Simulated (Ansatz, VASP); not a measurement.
Pb in VASP and in Ansatz

Contents of INCAR:

```
PREC = Accurate
ENCUT = 600
EDIFF = 1E-6
ISMEAR = -1
SIGMA = 0.05
LREAL = False
LASPH = True
NELM = 60
ALGO = Normal
ISIF = 3
LWAVE = False
LCHARG = False
GGA = B5
ALDAX = 1.0
AGGAX = 1.0
AGGAC = 1.0
ALDAC = 0.0
IVDW = 13
VDW_S6 = 1.0
VDW_S8 = 2.34076671
VDW_A1 = 0.44488865
VDW_A2 = 4.0933009
IBRION = 2
NSW = 60
EDIFFG = -0.01
```

KPOINTS

```
regular mesh
0
Gamma
  9 9 9
```

POSCAR

```
Pb
1.0
   -1.9796595667      1.9796595667      1.9796595667
    1.9796595667     -1.9796595667      1.9796595667
    1.9796595667      1.9796595667     -1.9796595667
Pb
1
Direct
    0.0000000000      0.0000000000      0.0000000000
```

File input.yaml:

```yaml
crystal:
  lattice:
    - [-1.9796595667, 1.9796595667, 1.9796595667]
    - [1.9796595667, -1.9796595667, 1.9796595667]
    - [1.9796595667, 1.9796595667, -1.9796595667]
  atoms:
    - { symbol: Pb, position: [0.0, 0.0, 0.0] }
hamiltonian:
  xc: blyp
  pseudopotentials: { kind: paw }
  dispersion: d4
kpoints:
  mp_grid: { grid: [9, 9, 9] }
scf:
  occupations: { method: fermi_dirac, width: 0.05 }
output:
  forces: true
  stress: true
  eigenvalues: true
  write_density: true
  write_potential: true
  elf: true
  volumetric_format: npy
relax:
  f_tol: 0.01
  max_steps: 40
  cell: { stress_tol: 0.05 }
```

Alike in both runs: task relaxation of cell and atoms; functional BLYP; dispersion D4; k mesh 9 × 9 × 9; occupations fermi-dirac, width 0.05 eV; no spin polarisation.

```csv
,VASP,Ansatz
version,VASP 6.6.1,Ansatz 0.2.0
potentials or method,"VASP PAW PBE potentials, release 64 (Pb_d)",Ansatz PAW
plane-wave cutoff (eV),600,420
valence electrons in the cell,14,14
```

```csv
,VASP,Ansatz,Ansatz less VASP
"gap on the k mesh at the Fermi level, each at its own relaxed structure (eV)",none,none,-
relaxed volume (Å³/atom),31.55,31.45,-0.107
relaxed cell length with the largest relative difference (Å),3.448,3.444,-0.0039
```

VASP's potentials were made for PBE, not for BLYP. A gap of «none» marks a metal or a gap that the smearing closes.

Spin-orbit coupling is off throughout. Noted on Ansatz's run: the plane-wave basis is chosen anew once the cell has moved, so the energies of steps on either side of that aren't comparable.
